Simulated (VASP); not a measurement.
# ZnS (I-4m2) in VASP: further runs

The runs below take ZnS through single point, with r2SCAN.

Program: VASP 6.6.1. These are calculated values, not measurements. Logs are shortened: lines on timing, memory, paths and dates and some standing lists are left out, and cuts for length are marked.

**1. The cell of the first run**

Symmetry: I-4m2, No. 119, tetragonal system. Conventional cell: a = 3.811 Å, b = 3.811 Å, c = 5.227 Å, α = 90.00°, β = 90.00°, γ = 90.00°. Zn (site symmetry -4m2) has 4 S at 2.31 Å within 3.1 Å. Within 3.1 Å of S (site symmetry -4m2) lie 4 Zn at 2.31 Å.

**2. Single point, r2SCAN (strain +0.000 along x and y, -0.030 along z)**

Input file POSCAR:

```
ZnS
1.0
    0.0000000000      2.6945131952      2.6136777993
    2.6945131952      0.0000000000      2.6136777993
    2.6945131952      2.6945131952      0.0000000000
Zn S
1 1
Direct
    0.0000000000      0.0000000000      0.0000000000
    0.7500000000      0.7500000000      0.7500000000
```

Input file INCAR.step1:

```
SYSTEM = ZnS
PREC = Accurate ; ENCUT = 520
ISMEAR = 0 ; SIGMA = 0.05
LREAL = .FALSE. ; LASPH = .TRUE.
NELM = 100 ; NBANDS = 16
GGA = PE ; ALGO = Normal
EDIFF = 1E-4 ; LWAVE = .TRUE.
LCHARG = .FALSE.
```

Input file INCAR.step2:

```
SYSTEM = ZnS
PREC = Accurate ; ENCUT = 520
EDIFF = 1E-6 ; ISMEAR = 0
SIGMA = 0.05 ; LREAL = .FALSE.
LASPH = .TRUE. ; NELM = 100
ALGO = Normal ; ISIF = 2
LWAVE = .FALSE. ; LCHARG = .FALSE.
METAGGA = R2SCAN ; LMIXTAU = .TRUE.
NBANDS = 16 ; ISTART = 1
```

Input file KPOINTS:

```
regular mesh
0
G
  8 8 8
  0 0 0
```

Potentials or basis: VASP PAW PBE potentials, release 64 (Zn, S).

Run with:

```console
cat potpaw_PBE.64/Zn/POTCAR potpaw_PBE.64/S/POTCAR > POTCAR
cp INCAR.step1 INCAR
mpirun -np 1 vasp_std > vasp.out
cp INCAR.step2 INCAR
mpirun -np 1 vasp_std > vasp.out
```

OUTCAR:

```text
SYSTEM = ZnS
   PREC = Accurate
   ENCUT = 520
   EDIFF = 1E-6
   ISMEAR = 0
   LREAL = .FALSE.
   LASPH = .TRUE.
   NELM = 100
   ISIF = 2
   METAGGA = R2SCAN
   ISTART = 1

 ion  position               nearest neighbor table
   1  0.000  0.000  0.000-   2 2.31   2 2.31   2 2.31   2 2.31
   2  0.750  0.750  0.750-   1 2.31   1 2.31   1 2.31   1 2.31

  LATTYP: Found a body centered tetragonal cell.
 ALAT       =     3.8106171046
 C/A-ratio  =     1.3717871555

  Lattice vectors:

 A1 = (   0.0000000000,  -2.6945131952,  -2.6136777993)
 A2 = (   0.0000000000,   2.6945131952,  -2.6136777993)
 A3 = (   2.6945131952,   0.0000000000,   2.6136777993)

Analysis of symmetry for initial positions (statically):
=====================================================================
 Subroutine PRICEL returns:
 Original cell was already a primitive cell.

 Routine SETGRP: Setting up the symmetry group for a
 body centered tetragonal supercell.

 Subroutine GETGRP returns: Found  8 space group operations
 (whereof  8 operations were pure point group operations)
 out of a pool of 16 trial point group operations.

The static configuration has the point symmetry D_2d.

Analysis of symmetry for dynamics (positions and initial velocities):
=====================================================================
 Subroutine PRICEL returns:
 Original cell was already a primitive cell.

 Routine SETGRP: Setting up the symmetry group for a
 body centered tetragonal supercell.

 Subroutine GETGRP returns: Found  8 space group operations
 (whereof  8 operations were pure point group operations)
 out of a pool of 16 trial point group operations.

The dynamic configuration has the point symmetry D_2d.

 Subroutine INISYM returns: Found  8 space group operations
 (whereof  8 operations are pure point group operations),
 and found     1 'primitive' translations

----------------------------------------------------------------------------------------

                                     Primitive cell

  volume of cell :      37.9527

  direct lattice vectors                    reciprocal lattice vectors
     0.000000000  2.694513195  2.613677799    -0.185562276  0.185562276  0.191301315
     2.694513195  0.000000000  2.613677799     0.185562276 -0.185562276  0.191301315
     2.694513195  2.694513195  0.000000000     0.185562276  0.185562276 -0.191301315

  length of vectors
     3.753893046  3.753893046  3.810617105     0.324750534  0.324750534  0.324750534
[... 75 lines left out ...]
   ISPIN  =      1    spin polarized calculation?
   LNONCOLLINEAR =      F non collinear calculations
   LSORBIT =      F    spin-orbit coupling
   LASPH  =      T    aspherical Exc in radial PAW
   ENCUT  =  520.0 eV  38.22 Ry    6.18 a.u.   6.98  6.98  7.09*2*pi/ulx,y,z
   NELM   =    100;   NELMIN=  2; NELMDL=  0     # of ELM steps
   EDIFF  = 0.1E-05   stopping-criterion for ELM
   LREAL  =      F    real-space projection
   EDIFFG = 0.1E-04   stopping-criterion for IOM
   NSW    =      0    number of steps for IOM
   IBRION =     -1    ionic relax: 0-MD 1-quasi-New 2-CG
   NFREE  =      0    steps in history (QN), initial steepest desc. (CG)
   ISIF   =      2    stress and relaxation
   ISYM   =      2    0-nonsym 1-usesym 2-fastsym
   POTIM  = 0.5000    time-step for ionic-motion
   TEBEG  =    0.0;   TEEND  =   0.0 temperature during run
   PSTRESS=    0.0 pullay stress
   NELECT =      18.0000    total number of electrons
   NUPDOWN=      -1.0000    fix difference up-down
   EMIN   =  10.00;   EMAX   =-10.00  energy-range for DOS
   EFERMI =   0.00;   METHOD = LEGACY
   ISMEAR =     0;   SIGMA  =   0.05  broadening in eV -4-tet -1-fermi 0-gaus
   EFERMI_NEDOS =   21; number of points for ismear=-14 and -15
   IALGO  =     38    algorithm
   IMIX   =      4    mixing-type and parameters
     AMIX     =   0.40;   BMIX     =  1.00
     AMIX_MAG =   1.60;   BMIX_MAG =  1.00
  volume/ion in A,a.u.               =      18.98       128.06
  Fermi-wavevector in a.u.,A,eV,Ry     =   1.276688  2.412590 22.176574  1.629932
  Thomas-Fermi vector in A             =   2.409330
   LORBIT       =      0    0 simple, 1 ext, 2 COOP (PROOUT), +10 PAW based schemes
   METAGGA = R2SCAN    functional components
   LHFCALC =     F    Hartree Fock is set to
   AEXX    =    0.0000 exact exchange contribution
   IVDW    =     0    specifies the selected vdW correction
   LEPSILON=     F    determine dielectric tensor
   LRPA    =     F    only Hartree local field effects (RPA)
 non-spin polarized calculation
 Gauss-broadening in eV      SIGMA  =   0.05
  energy-cutoff  :      520.00
  volume of cell :       37.95
 maximum number of plane-waves:      1036
   NGX = 13   NGY = 13   NGZ = 15

 number of electron      18.0000012 magnetization

 Free energy of the ion-electron system (eV)
  ---------------------------------------------------
  ext. energy  EPLUGINS =         0.00000000
  ---------------------------------------------------
  free energy    TOTEN  =       -18.85421710 eV

  energy without entropy =      -18.85421710  energy(sigma->0) =      -18.85421710

 E-fermi :   2.5737     XC(G=0): -10.4828

 val. band max:        2.2734550620   @ k =   0.0000   0.0000   0.0000
 cond. band min:       5.0584538102   @ k =   0.0000   0.0000   0.0000
 fundamental gap:      2.7849987482
 Fermi energy:         2.5736751104

 k-point     1 :       0.0000    0.0000    0.0000
  band No.  band energies     occupation
      1     -11.7571      2.00000
      2      -4.4642      2.00000
      3      -4.4642      2.00000
      4      -4.4464      2.00000
      5      -3.8674      2.00000
      6      -3.8577      2.00000
[... 433 lines left out ...]
      3      -4.3049      2.00000
      4      -4.2472      2.00000
      5      -3.8675      2.00000
      6      -3.8260      2.00000
[... 8 lines left out ...]
     15      15.5329      0.00000
     16      16.1199      0.00000

 [... further k-points ...]
[... 5 lines left out ...]
  --------------------------------------------------------------------------------------
  -------------------------------------------------------------------------------------
  Total        0.5063564      0.5063564      0.7998295      0.0000000      0.0000000      0.0000000
  in kB       21.3758921     21.3758921     33.7648889      0.0000000      0.0000000      0.0000000
  external PRESSURE =      25.5055577 kB  Pullay stress =       0.0000000 kB

 VOLUME and BASIS-vectors are now :
 -----------------------------------------------------------------------------
  energy-cutoff  :      520.00
  volume of cell :       37.95
      direct lattice vectors                 reciprocal lattice vectors
     0.000000000  2.694513195  2.613677799    -0.185562276  0.185562276  0.191301315
     2.694513195  0.000000000  2.613677799     0.185562276 -0.185562276  0.191301315
     2.694513195  2.694513195  0.000000000     0.185562276  0.185562276 -0.191301315

 POSITION                                       TOTAL-FORCE (eV/Angst)
 -----------------------------------------------------------------------------------
      0.00000      0.00000      0.00000        -0.000000     -0.000000      0.000000
      4.04177      4.04177      3.92052         0.000000      0.000000      0.000000
 -----------------------------------------------------------------------------------
    total drift:                                0.000004      0.000004     -0.000045

  FREE ENERGIE OF THE ION-ELECTRON SYSTEM (eV)
  ---------------------------------------------------
  free  energy   TOTEN  =       -18.8542170981 eV

  energy  without entropy=      -18.8542170981  energy(sigma->0) =      -18.85421710
```

OUTCAR.step1:

```text
SYSTEM = ZnS
   PREC = Accurate
   ENCUT = 520
   ISMEAR = 0
   LREAL = .FALSE.
   LASPH = .TRUE.
[... 678 lines left out ...]
      0.00000      0.00000      0.00000        -0.000000     -0.000000     -0.000000
      4.04177      4.04177      3.92052         0.000000      0.000000      0.000000
 -----------------------------------------------------------------------------------
    total drift:                               -0.000002     -0.000002     -0.000001

  FREE ENERGIE OF THE ION-ELECTRON SYSTEM (eV)
  ---------------------------------------------------
  free  energy   TOTEN  =        -6.8129220939 eV

  energy  without entropy=       -6.8129220939  energy(sigma->0) =       -6.81292209
```

OSZICAR.step1:

```text
N       E                     dE             d eps       ncg     rms          rms(c)
DAV:   1     0.890330180872E+02    0.89033E+02   -0.90290E+03  1904   0.137E+03
DAV:   2    -0.149709747282E+01   -0.90530E+02   -0.84754E+02  2168   0.261E+02
DAV:   3    -0.718615545373E+01   -0.56891E+01   -0.56671E+01  2352   0.635E+01
DAV:   4    -0.724291656256E+01   -0.56761E-01   -0.56753E-01  2392   0.662E+00
DAV:   5    -0.724355864578E+01   -0.64208E-03   -0.64207E-03  2368   0.678E-01    0.740E+00
DAV:   6    -0.683528970515E+01    0.40827E+00   -0.74000E-01  2808   0.307E+01    0.574E+00
DAV:   7    -0.681334455265E+01    0.21945E-01   -0.26360E-01  2312   0.474E+00    0.287E+00
DAV:   8    -0.681258459489E+01    0.75996E-03   -0.55480E-03  2512   0.103E+00    0.758E-01
DAV:   9    -0.681276834760E+01   -0.18375E-03   -0.13650E-03  2344   0.290E-01    0.930E-02
DAV:  10    -0.681291906381E+01   -0.15072E-03   -0.19299E-04  2264   0.101E-01    0.314E-02
DAV:  11    -0.681292209394E+01   -0.30301E-05   -0.27855E-05  1368   0.410E-02
   1 F= -.68129221E+01 E0= -.68129221E+01  d E =-.845314E-12
```

It took 2.4 min on 1 thread of AMD EPYC 7R43 (Zen 3), shared host; peak memory 0.15 GiB.

What came out:

```yaml
Free_energy: -18.8542 eV
Pressure: 2.6 GPa
Band_gap_on_the_k_mesh: 2.79 eV, direct
```

Levels at points of the mesh, in eV from the valence-band top:
```
           k point  band 7  band 8  band 9  band 10  band 11  band 12
(0.00, 0.00, 0.00)   -0.11   -0.11    0.00     2.79     6.81     6.81
(0.50, 0.00, 0.00)   -5.72   -1.10   -0.93     3.81     7.16     7.46
(0.50, 0.50, 0.00)   -4.72   -2.61   -2.61     3.46     4.19    12.25
(0.50, 0.00, 0.50)   -4.90   -2.48   -2.40     3.63     4.51    11.87
```

Caveat: the cell differs from its parent crystal (strain +0.000 along x and y, -0.030 along z); the PAW data sets were made with another functional, which shifts forces and pressure a little.

**3. Single point, r2SCAN (strain -0.015 along x and y, +0.000 along z)**

Input file POSCAR:

```
ZnS
1.0
    0.0000000000      2.6540954973      2.6945131952
    2.6540954973      0.0000000000      2.6945131952
    2.6540954973      2.6540954973      0.0000000000
Zn S
1 1
Direct
    0.0000000000      0.0000000000      0.0000000000
    0.7500000000      0.7500000000      0.7500000000
```

Input file INCAR.step1:

```
SYSTEM = ZnS
ALGO = Normal ; EDIFF = 1E-4
ENCUT = 520 ; GGA = PE
ISMEAR = 0 ; LASPH = .TRUE.
LCHARG = .FALSE. ; LREAL = .FALSE.
LWAVE = .TRUE. ; NBANDS = 16
NELM = 100 ; PREC = Accurate
SIGMA = 0.05
```

Input file INCAR.step2:

```
SYSTEM = ZnS
ALGO = Normal ; EDIFF = 1E-6
ENCUT = 520 ; ISIF = 2
ISMEAR = 0 ; ISTART = 1
LASPH = .TRUE. ; LCHARG = .FALSE.
LMIXTAU = .TRUE. ; LREAL = .FALSE.
LWAVE = .FALSE. ; METAGGA = R2SCAN
NBANDS = 16 ; NELM = 100
PREC = Accurate ; SIGMA = 0.05
```

Input file KPOINTS:

```
k-points
0
G
  8 8 8
  0 0 0
```

Potentials or basis: VASP PAW PBE potentials, release 64 (Zn, S).

Run with:

```console
cat potpaw_PBE.64/Zn/POTCAR potpaw_PBE.64/S/POTCAR > POTCAR
cp INCAR.step1 INCAR
mpirun -np 1 vasp_std > vasp.out
cp INCAR.step2 INCAR
mpirun -np 1 vasp_std > vasp.out
```

OUTCAR:

```text
SYSTEM = ZnS
   EDIFF = 1E-6
   ENCUT = 520
   ISIF = 2
   ISMEAR = 0
   ISTART = 1
   LASPH = .TRUE.
   LREAL = .FALSE.
   METAGGA = R2SCAN
   NELM = 100
   PREC = Accurate

 ion  position               nearest neighbor table
   1  0.000  0.000  0.000-   2 2.31   2 2.31   2 2.31   2 2.31
   2  0.750  0.750  0.750-   1 2.31   1 2.31   1 2.31   1 2.31

  LATTYP: Found a body centered tetragonal cell.
 ALAT       =     3.7534578481
 C/A-ratio  =     1.4357498095

  Lattice vectors:

[... 626 lines left out ...]
      3      -4.3127      2.00000
      4      -4.2559      2.00000
      5      -3.8642      2.00000
      6      -3.8258      2.00000
[... 8 lines left out ...]
     15      15.6019      0.00000
     16      16.0896      0.00000

 [... further k-points ...]
[... 5 lines left out ...]
  --------------------------------------------------------------------------------------
  -------------------------------------------------------------------------------------
  Total        0.6557074      0.6557074      0.5047394      0.0000000      0.0000000      0.0000000
  in kB       27.6743409     27.6743409     21.3026881      0.0000000      0.0000000      0.0000000
  external PRESSURE =      25.5504567 kB  Pullay stress =       0.0000000 kB

 VOLUME and BASIS-vectors are now :
 -----------------------------------------------------------------------------
  energy-cutoff  :      520.00
  volume of cell :       37.96
      direct lattice vectors                 reciprocal lattice vectors
     0.000000000  2.654095497  2.694513195    -0.188388097  0.188388097  0.185562276
     2.654095497  0.000000000  2.694513195     0.188388097 -0.188388097  0.185562276
     2.654095497  2.654095497  0.000000000     0.188388097  0.188388097 -0.185562276

 POSITION                                       TOTAL-FORCE (eV/Angst)
 -----------------------------------------------------------------------------------
      0.00000      0.00000      0.00000         0.000000      0.000000      0.000000
      3.98114      3.98114      4.04177        -0.000000     -0.000000     -0.000000
 -----------------------------------------------------------------------------------
    total drift:                               -0.000016     -0.000016     -0.000003

  FREE ENERGIE OF THE ION-ELECTRON SYSTEM (eV)
  ---------------------------------------------------
  free  energy   TOTEN  =       -18.8566311879 eV

  energy  without entropy=      -18.8566311879  energy(sigma->0) =      -18.85663119
```

OSZICAR.step1:

```text
N       E                     dE             d eps       ncg     rms          rms(c)
DAV:   1     0.894611256568E+02    0.89461E+02   -0.90028E+03  1888   0.138E+03
DAV:   2    -0.160774023848E+01   -0.91069E+02   -0.85775E+02  2136   0.262E+02
DAV:   3    -0.718588514823E+01   -0.55781E+01   -0.55546E+01  2320   0.633E+01
DAV:   4    -0.724471968184E+01   -0.58835E-01   -0.58820E-01  2376   0.676E+00
DAV:   5    -0.724537168975E+01   -0.65201E-03   -0.65200E-03  2368   0.684E-01    0.740E+00
DAV:   6    -0.683743816052E+01    0.40793E+00   -0.73975E-01  2832   0.307E+01    0.574E+00
DAV:   7    -0.681558792238E+01    0.21850E-01   -0.26417E-01  2264   0.474E+00    0.287E+00
DAV:   8    -0.681484310622E+01    0.74482E-03   -0.55074E-03  2504   0.102E+00    0.757E-01
DAV:   9    -0.681502920642E+01   -0.18610E-03   -0.13562E-03  2312   0.289E-01    0.930E-02
DAV:  10    -0.681518281727E+01   -0.15361E-03   -0.19981E-04  2280   0.103E-01    0.315E-02
DAV:  11    -0.681518384629E+01   -0.10290E-05   -0.28065E-05  1320   0.410E-02
   1 F= -.68151838E+01 E0= -.68151838E+01  d E =-.372091E-14
```

It took 2.9 min on 1 thread of AMD EPYC 7R43 (Zen 3), shared host; peak memory 0.15 GiB.

What came out:

```
Free energy            : -18.8566 eV
Pressure               : 2.6 GPa
Band gap on the k mesh : 2.84 eV, direct
```

Caveat: the cell differs from its parent crystal (strain -0.015 along x and y, +0.000 along z); the PAW data sets were made with another functional, which shifts forces and pressure a little.

**4. Single point, r2SCAN (strain +0.000 along x and y, -0.015 along z)**

Input file POSCAR:

```
ZnS
1.0
    0.0000000000      2.6945131952      2.6540954973
    2.6945131952      0.0000000000      2.6540954973
    2.6945131952      2.6945131952      0.0000000000
Zn S
1 1
Direct
    0.0000000000      0.0000000000      0.0000000000
    0.7500000000      0.7500000000      0.7500000000
```

Input file INCAR.step1:

```
ALGO = Normal ; EDIFF = 1E-4
ENCUT = 520 ; GGA = PE
ISMEAR = 0 ; LASPH = True
LCHARG = False ; LREAL = False
LWAVE = True ; NBANDS = 16
NELM = 80 ; PREC = Accurate
SIGMA = 0.05
```

Input file INCAR.step2:

```
ALGO = Normal ; EDIFF = 1E-6
ENCUT = 520 ; ISIF = 2
ISMEAR = 0 ; ISTART = 1
LASPH = True ; LCHARG = False
LMIXTAU = True ; LREAL = False
LWAVE = False ; METAGGA = R2SCAN
NBANDS = 16 ; NELM = 80
PREC = Accurate ; SIGMA = 0.05
```

Input file KPOINTS:

```
k-points
0
Gamma
  8 8 8
```

Potentials or basis: VASP PAW PBE potentials, release 64 (Zn, S).

Run with:

```console
cat potpaw_PBE.64/Zn/POTCAR potpaw_PBE.64/S/POTCAR > POTCAR
cp INCAR.step1 INCAR
mpirun -np 1 vasp_std > vasp.out
cp INCAR.step2 INCAR
mpirun -np 1 vasp_std > vasp.out
```

OUTCAR:

```text
EDIFF = 1E-6
   ENCUT = 520
   ISIF = 2
   ISMEAR = 0
   ISTART = 1
   LASPH = True
   LREAL = False
   METAGGA = R2SCAN
   NELM = 80
   PREC = Accurate

 ion  position               nearest neighbor table
   1  0.000  0.000  0.000-   2 2.32   2 2.32   2 2.32   2 2.32
   2  0.750  0.750  0.750-   1 2.32   1 2.32   1 2.32   1 2.32

  LATTYP: Found a body centered tetragonal cell.
 ALAT       =     3.8106171046
 C/A-ratio  =     1.3930003590

  Lattice vectors:
[... 191 lines left out ...]
      4      -4.5357      2.00000
      5      -3.9675      2.00000
      6      -3.9634      2.00000
[... 433 lines left out ...]
      3      -4.3927      2.00000
      4      -4.3332      2.00000
      5      -3.9677      2.00000
      6      -3.9306      2.00000
[... 8 lines left out ...]
     15      15.4039      0.00000
     16      15.8635      0.00000

 [... further k-points ...]
[... 5 lines left out ...]
  --------------------------------------------------------------------------------------
  -------------------------------------------------------------------------------------
  Total        0.2451449      0.2451449      0.3894624      0.0000000      0.0000000     -0.0000000
  in kB       10.1912243     10.1912243     16.1908221      0.0000000      0.0000000     -0.0000000
  external PRESSURE =      12.1910902 kB  Pullay stress =       0.0000000 kB

 VOLUME and BASIS-vectors are now :
 -----------------------------------------------------------------------------
  energy-cutoff  :      520.00
  volume of cell :       38.54
      direct lattice vectors                 reciprocal lattice vectors
     0.000000000  2.694513195  2.654095497    -0.185562276  0.185562276  0.188388097
     2.694513195  0.000000000  2.654095497     0.185562276 -0.185562276  0.188388097
     2.694513195  2.694513195  0.000000000     0.185562276  0.185562276 -0.188388097

 POSITION                                       TOTAL-FORCE (eV/Angst)
 -----------------------------------------------------------------------------------
      0.00000      0.00000      0.00000         0.000000      0.000000      0.000000
      4.04177      4.04177      3.98114        -0.000000     -0.000000     -0.000000
 -----------------------------------------------------------------------------------
    total drift:                               -0.000010     -0.000010     -0.000010

  FREE ENERGIE OF THE ION-ELECTRON SYSTEM (eV)
  ---------------------------------------------------
  free  energy   TOTEN  =       -18.8633353996 eV

  energy  without entropy=      -18.8633353996  energy(sigma->0) =      -18.86333540
```

Wall time 2.7 min (1 thread of AMD EPYC 7R43 (Zen 3), shared host); peak memory 0.15 GiB.

What came out:

- Free energy: -18.8633 eV
- Pressure: 1.2 GPa
- Band gap on the k mesh: 2.75 eV, direct

Caveat: the cell differs from its parent crystal (strain +0.000 along x and y, -0.015 along z); the PAW data sets were made with another functional, which shifts forces and pressure a little.

**5. Summary**

| cell | gap on the mesh (eV) | pressure (GPa) |
| --- | --- | --- |
| a = 3.754, b = 3.754, c = 3.811 Å, angles 59.5, 59.5, 61.0°, 2 atoms | 2.79 | 2.6 |
| a = 3.782, b = 3.782, c = 3.753 Å, angles 60.3, 60.3, 59.5°, 2 atoms | 2.84 | 2.6 |
| a = 3.782, b = 3.782, c = 3.811 Å, angles 59.8, 59.8, 60.5°, 2 atoms | 2.75 | 1.2 |

Alike in all rows: task single point; level r2SCAN; potentials or basis VASP PAW PBE potentials, release 64 (Zn, S); no spin polarisation; k mesh 8 × 8 × 8; cutoff (eV) 520; smearing gaussian 0.05 eV.

Caveats: the PAW data sets were made with another functional, which shifts forces and pressure a little.

Absolute energies hang on the potentials; compare differences alone.
